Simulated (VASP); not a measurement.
# Se (P3_121) in VASP: single point with LDA

Aim: the single point of Se with LDA.

Program: VASP 6.6.1. These are calculated values, not measurements. Logs are shortened: lines on timing, memory, paths and dates and some standing lists are left out, and cuts for length are marked.

## Step 1: The cell of the first run

The structure is trigonal, space group P3_121 (No. 152). The conventional cell has a = 3.948 Å, b = 3.948 Å, c = 5.119 Å, α = 90.00°, β = 90.00°, γ = 120.00°. Within 3.2 Å of Se (site symmetry 2) lie 6 Se at 2.44 to 3.10 Å.

## Step 2: Single point, LDA

POSCAR reads:

```
Se
1.0
    3.9483957761      0.0000000000      0.0000000000
   -1.9741978880      3.4194110463      0.0000000000
    0.0000000000      0.0000000000      5.1190459903
Se
3
Direct
    0.2552068506      0.0000000000      0.8333333333
    0.0000000000      0.2552068506      0.1666666667
    0.7447931494      0.7447931494      0.5000000000
```

INCAR.step1 reads:

```
SYSTEM = Se
ALGO = Normal ; EDIFF = 1E-6
ENCUT = 520 ; GGA = CA
ISIF = 2 ; ISMEAR = 0
LASPH = .TRUE. ; LCHARG = .TRUE.
LREAL = .FALSE. ; LWAVE = .FALSE.
NBANDS = 16 ; NELM = 80
PREC = Accurate ; SIGMA = 0.05
```

KPOINTS.step1 reads:

```
k-points
0
G
  12 12 8
  0 0 0
```

INCAR.step2 reads:

```
SYSTEM = Se
ALGO = Normal ; EDIFF = 1E-6
ENCUT = 520 ; GGA = CA
ICHARG = 11 ; ISIF = 2
ISMEAR = -5 ; LASPH = .TRUE.
LCHARG = .FALSE. ; LORBIT = 11
LREAL = .FALSE. ; LWAVE = .FALSE.
NBANDS = 16 ; NEDOS = 2001
NELM = 80 ; PREC = Accurate
SIGMA = 0.05
```

KPOINTS.step2 reads:

```
k-points
0
G
  18 18 12
  0 0 0
```

Potentials or basis: VASP PAW LDA potentials, release 64 (Se).

Command:

```console
$ cat potpaw_LDA.64/Se/POTCAR > POTCAR
$ cp INCAR.step1 INCAR
$ cp KPOINTS.step1 KPOINTS
$ mpirun -np 1 vasp_std > vasp.out
$ cp INCAR.step2 INCAR
$ cp KPOINTS.step2 KPOINTS
$ mpirun -np 1 vasp_std > vasp.out
```

OUTCAR:

```text
SYSTEM = Se
   EDIFF = 1E-6
   ENCUT = 520
   GGA = CA
   ICHARG = 11
   ISIF = 2
   ISMEAR = -5
   LASPH = .TRUE.
   LORBIT = 11
   LREAL = .FALSE.
   NELM = 80
   PREC = Accurate

 ion  position               nearest neighbor table
   1  0.255  0.000  0.833-   3 2.44   2 2.44
   2  0.000  0.255  0.167-   3 2.44   1 2.44
   3  0.745  0.745  0.500-   2 2.44   1 2.44

  LATTYP: Found a hexagonal cell.
 ALAT       =     3.9483957761
 C/A-ratio  =     1.2964875561

  Lattice vectors:

 A1 = (   3.9483957761,   0.0000000000,   0.0000000000)
 A2 = (  -1.9741978880,   3.4194110463,   0.0000000000)
 A3 = (   0.0000000000,   0.0000000000,   5.1190459903)

Analysis of symmetry for initial positions (statically):
=====================================================================
 Subroutine PRICEL returns:
 Original cell was already a primitive cell.

 Routine SETGRP: Setting up the symmetry group for a
 hexagonal supercell.

 Subroutine GETGRP returns: Found  6 space group operations
 (whereof  2 operations were pure point group operations)
 out of a pool of 24 trial point group operations.

The static configuration has the point symmetry C_2 .
 The point group associated with its full space group is D_3 .

Analysis of symmetry for dynamics (positions and initial velocities):
=====================================================================
 Subroutine PRICEL returns:
 Original cell was already a primitive cell.

 Routine SETGRP: Setting up the symmetry group for a
 hexagonal supercell.

 Subroutine GETGRP returns: Found  6 space group operations
 (whereof  2 operations were pure point group operations)
 out of a pool of 24 trial point group operations.

The dynamic configuration has the point symmetry C_2 .
 The point group associated with its full space group is D_3 .

 Subroutine INISYM returns: Found  6 space group operations
 (whereof  2 operations are pure point group operations),
 and found     1 'primitive' translations

----------------------------------------------------------------------------------------

                                     Primitive cell

  volume of cell :      69.1132

  direct lattice vectors                    reciprocal lattice vectors
     3.948395776  0.000000000  0.000000000     0.253267417  0.146224011  0.000000000
    -1.974197888  3.419411046  0.000000000     0.000000000  0.292448023  0.000000000
     0.000000000  0.000000000  5.119045990     0.000000000  0.000000000  0.195348899

  length of vectors
     3.948395776  3.948395776  5.119045990     0.292448023  0.292448023  0.195348899

  position of ions in fractional coordinates (direct lattice)
     0.255206851  0.000000000  0.833333333
     1.000000000  0.255206851  0.166666667
     0.744793149  0.744793149  0.500000000

  ion indices of the primitive-cell ions
   primitive index   ion index
                 1           1
                 2           2
                 3           3

----------------------------------------------------------------------------------------

 KPOINTS: k-points

Automatic generation of k-mesh.
 Grid dimensions read from file:
 generate k-points for:   18   18   12

 Generating k-lattice:

  Cartesian coordinates                     Fractional coordinates (reciprocal lattice)
     0.014070412  0.008123556  0.000000000     0.055555556 -0.000000000  0.000000000
     0.000000000  0.016247112  0.000000000     0.000000000  0.055555556  0.000000000
     0.000000000  0.000000000  0.016279075     0.000000000  0.000000000  0.083333333

  Length of vectors
     0.016247112  0.016247112  0.016279075

  Shift w.r.t. Gamma in fractional coordinates (k-lattice)
     0.000000000  0.000000000  0.000000000

 TETIRR: Found   5714 inequivalent tetrahedra from    23328

 Subroutine IBZKPT returns following result:
 ===========================================

 Found    394 irreducible k-points:

 Following reciprocal coordinates:
            Coordinates               Weight
  0.000000  0.000000  0.000000      1.000000
  0.055556  0.000000  0.000000      6.000000
  0.111111  0.000000  0.000000      6.000000
  0.166667  0.000000  0.000000      6.000000
  0.222222  0.000000  0.000000      6.000000
  0.277778  0.000000  0.000000      6.000000
[... 16 lines left out ...]
  0.333333  0.111111  0.000000     12.000000
  0.388889  0.111111  0.000000     12.000000
 [... further k-points ...]
   k-points           NKPTS =    394   k-points in BZ     NKDIM =    394   number of bands    NBANDS=     16
   number of dos      NEDOS =   2001   number of ions     NIONS =      3
   total plane-waves  NPLWV =  36000
   dimension x,y,z NGX =    30 NGY =   30 NGZ =   40
   dimension x,y,z NGXF=    60 NGYF=   60 NGZF=   80
   ions per type =               3
   NGX,Y,Z   is equivalent  to a cutoff of  12.63, 12.63, 12.99 a.u.
   NGXF,Y,Z  is equivalent  to a cutoff of  25.26, 25.26, 25.98 a.u.
 SYSTEM =  Se
   PREC   = accura    normal or accurate (medium, high low for compatibility)
   ISTART =      0    job   : 0-new  1-cont  2-samecut
   ICHARG =     11    charge: 1-file 2-atom 10-const
   ISPIN  =      1    spin polarized calculation?
   LNONCOLLINEAR =      F non collinear calculations
   LSORBIT =      F    spin-orbit coupling
   LASPH  =      T    aspherical Exc in radial PAW
   ENCUT  =  520.0 eV  38.22 Ry    6.18 a.u.   7.34  7.34  9.52*2*pi/ulx,y,z
   NELM   =     80;   NELMIN=  2; NELMDL=  0     # of ELM steps
   EDIFF  = 0.1E-05   stopping-criterion for ELM
   LREAL  =      F    real-space projection
   EDIFFG = 0.1E-04   stopping-criterion for IOM
   NSW    =      0    number of steps for IOM
   IBRION =     -1    ionic relax: 0-MD 1-quasi-New 2-CG
   NFREE  =      0    steps in history (QN), initial steepest desc. (CG)
   ISIF   =      2    stress and relaxation
   ISYM   =      2    0-nonsym 1-usesym 2-fastsym
   POTIM  = 0.5000    time-step for ionic-motion
   TEBEG  =    0.0;   TEEND  =   0.0 temperature during run
   PSTRESS=    0.0 pullay stress
   NELECT =      18.0000    total number of electrons
   NUPDOWN=      -1.0000    fix difference up-down
   EMIN   =  10.00;   EMAX   =-10.00  energy-range for DOS
   EFERMI =   0.00;   METHOD = LEGACY
   ISMEAR =    -5;   SIGMA  =   0.05  broadening in eV -4-tet -1-fermi 0-gaus
   EFERMI_NEDOS =   21; number of points for ismear=-14 and -15
   IALGO  =     38    algorithm
   IMIX   =      4    mixing-type and parameters
     AMIX     =   0.40;   BMIX     =  1.00
     AMIX_MAG =   1.60;   BMIX_MAG =  1.00
  volume/ion in A,a.u.               =      23.04       155.47
  Fermi-wavevector in a.u.,A,eV,Ry     =   1.045471  1.975654 14.871299  1.093010
  Thomas-Fermi vector in A             =   2.180268
   LORBIT       =     11    0 simple, 1 ext, 2 COOP (PROOUT), +10 PAW based schemes
   GGA     = CA    functional components
   LHFCALC =     F    Hartree Fock is set to
   AEXX    =    0.0000 exact exchange contribution
   IVDW    =     0    specifies the selected vdW correction
   LEPSILON=     F    determine dielectric tensor
   LRPA    =     F    only Hartree local field effects (RPA)
 non-spin polarized calculation
 Fermi weights with tetrahedron method with Bloechl corrections
  energy-cutoff  :      520.00
  volume of cell :       69.11
 maximum number of plane-waves:      1897
 NGX is ok and might be reduce to    30

 number of electron      18.0000000 magnetization

 Free energy of the ion-electron system (eV)
  ---------------------------------------------------
  ext. energy  EPLUGINS =         0.00000000
  ---------------------------------------------------
  free energy    TOTEN  =       -12.47854844 eV

  energy without entropy =      -12.47854844  energy(sigma->0) =      -12.47854844

 E-fermi :   4.4545     XC(G=0): -10.0080

 val. band max:        4.4500204537   @ k =   0.3889   0.2222   0.5000
 cond. band min:       4.7280926757   @ k =   0.3333   0.3333   0.5000
 fundamental gap:      0.2780722220
 Fermi energy:         4.4545425418

 k-point     1 :       0.0000    0.0000    0.0000
  band No.  band energies     occupation
      1     -11.9260      2.00000
      2      -7.7206      2.00000
      3      -7.7206      2.00000
      4       0.6721      2.00000
      5       1.0069      2.00000
      6       1.0069      2.00000
[... 8 lines left out ...]
     15      11.4500      0.00000
     16      12.6289      0.00000

 k-point     2 :       0.0556    0.0000    0.0000
  band No.  band energies     occupation
      1     -11.9017      2.00000
      2      -7.7279      2.00000
      3      -7.7134      2.00000
      4       0.4393      2.00000
      5       0.8592      2.00000
      6       1.0006      2.00000
[... 8 lines left out ...]
     15      11.5934      0.00000
     16      12.5548      0.00000

 k-point     3 :       0.1111    0.0000    0.0000
  band No.  band energies     occupation
      1     -11.8297      2.00000
      2      -7.7527      2.00000
      3      -7.6922      2.00000
      4      -0.0294      2.00000
      5       0.5707      2.00000
      6       0.9050      2.00000
[... 8 lines left out ...]
     15      11.9200      0.00000
     16      12.5255      0.00000

 k-point     4 :       0.1667    0.0000    0.0000
  band No.  band energies     occupation
      1     -11.7129      2.00000
      2      -7.8031      2.00000
      3      -7.6587      2.00000
      4      -0.5122      2.00000
      5       0.2558      2.00000
      6       0.7370      2.00000
[... 8 lines left out ...]
     15      12.2090      0.00000
     16      12.7233      0.00000
[... 324 lines left out ...]
 k-point    22 :       0.2778    0.1111    0.0000
  band No.  band energies     occupation
      1     -11.1151      2.00000
      2      -8.1492      2.00000
      3      -7.5885      2.00000
      4      -1.3177      2.00000
      5      -0.7932      2.00000
      6       0.4829      2.00000
[... 8 lines left out ...]
     15      13.6672      0.00000
     16      14.2474      0.00000

 k-point    23 :       0.3333    0.1111    0.0000
  band No.  band energies     occupation
      1     -10.9303      2.00000
      2      -8.3036      2.00000
      3      -7.5683      2.00000
      4      -1.3665      2.00000
      5      -0.8606      2.00000
      6       0.3445      2.00000
[... 8 lines left out ...]
     15      14.2376      0.00000
     16      14.7198      0.00000

 k-point    24 :       0.3889    0.1111    0.0000
  band No.  band energies     occupation
      1     -10.7914      2.00000
      2      -8.4281      2.00000
      3      -7.5546      2.00000
      4      -1.3596      2.00000
      5      -0.8884      2.00000
      6       0.3156      2.00000
[... 8 lines left out ...]
     15      14.4116      0.00000
     16      15.0202      0.00000

 [... further k-points ...]
[... 5 lines left out ...]
  --------------------------------------------------------------------------------------
  -------------------------------------------------------------------------------------
  Total        0.0718509      0.0718509      0.1476525      0.0000000      0.0000000     -0.0000000
  in kB        1.6656421      1.6656421      3.4228702      0.0000000      0.0000000     -0.0000000
  external PRESSURE =       2.2513848 kB  Pullay stress =       0.0000000 kB

 VOLUME and BASIS-vectors are now :
 -----------------------------------------------------------------------------
  energy-cutoff  :      520.00
  volume of cell :       69.11
      direct lattice vectors                 reciprocal lattice vectors
     3.948395776  0.000000000  0.000000000     0.253267417  0.146224011  0.000000000
    -1.974197888  3.419411046  0.000000000     0.000000000  0.292448023  0.000000000
     0.000000000  0.000000000  5.119045990     0.000000000  0.000000000  0.195348899

 POSITION                                       TOTAL-FORCE (eV/Angst)
 -----------------------------------------------------------------------------------
      1.00766      0.00000      4.26587         0.037758      0.000000     -0.000000
     -0.50383      0.87266      0.85317        -0.018879      0.032700      0.000000
      1.47037      2.54675      2.55952        -0.018879     -0.032700      0.000000
 -----------------------------------------------------------------------------------
    total drift:                               -0.000014     -0.000024      0.000000

  FREE ENERGIE OF THE ION-ELECTRON SYSTEM (eV)
  ---------------------------------------------------
  free  energy   TOTEN  =       -12.4785484353 eV

  energy  without entropy=      -12.4785484353  energy(sigma->0) =      -12.47854844

 total charge

# of ion       s       p       d       tot
------------------------------------------
    1        1.531   2.141   0.060   3.732
    2        1.531   2.141   0.060   3.732
    3        1.531   2.141   0.060   3.732
--------------------------------------------------
tot          4.592   6.422   0.180  11.195
```

It took 7.3 min on 1 thread of Intel Xeon 8259CL, shared host; peak memory 0.42 GiB.

Results:

- Valence electrons inside the program's atomic spheres: Se 3.73
